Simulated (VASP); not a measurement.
Ca3AsP, 5 atoms in the cell. It takes space group Pm-3m (No. 221, cubic). Conventional cell: a = 5.334 Å, b = 5.334 Å, c = 5.334 Å, α = 90.00°, β = 90.00°, γ = 90.00°. Within 5.0 Å of As (site symmetry m-3m) lie 12 Ca at 3.77 Å and 8 P at 4.62 Å. Ca (site symmetry 4/mmm) has 2 P at 2.67 Å within 3.5 Å. P (site symmetry m-3m) has 6 Ca at 2.67 Å within 3.5 Å. 

| Quantity | Value |
| --- | --- |
| Program | VASP 6.6.1 |
| Task | relaxation of cell and atoms |
| Functional | PBE |
| Potentials or basis | VASP PAW PBE potentials, release 64 (As, Ca_sv, P) |
| Cutoff | 600 eV |
| k mesh | 5 × 5 × 5 |
| Occupations | fermi-dirac, width 0.05 eV |
| Spin | no spin polarisation |
| Dipole correction | no |
| Further INCAR settings | ALGO = Normal; EDIFF = 1e-07; IBRION = 2; EDIFFG = -0.01; NSW = 60; ISIF = 3 |

Potentials or basis: VASP PAW PBE potentials, release 64 (As, Ca_sv, P).

Command:

```sh
$ cat potpaw_PBE.64/As/POTCAR potpaw_PBE.64/Ca_sv/POTCAR potpaw_PBE.64/P/POTCAR > POTCAR
$ mpirun -np 1 vasp_std > vasp.out
```

Hardware: 1 thread of Intel(R) Xeon(R) 6975P-C (Granite Rapids) (shared host).

**Question.** Estimate the wall time of this run.

**Answer.** It took 26 s on 1 thread of Intel(R) Xeon(R) 6975P-C (Granite Rapids) (shared host), peak memory 0.33 GiB. Counts: scf iterations 16, k points 10, ion steps 1.
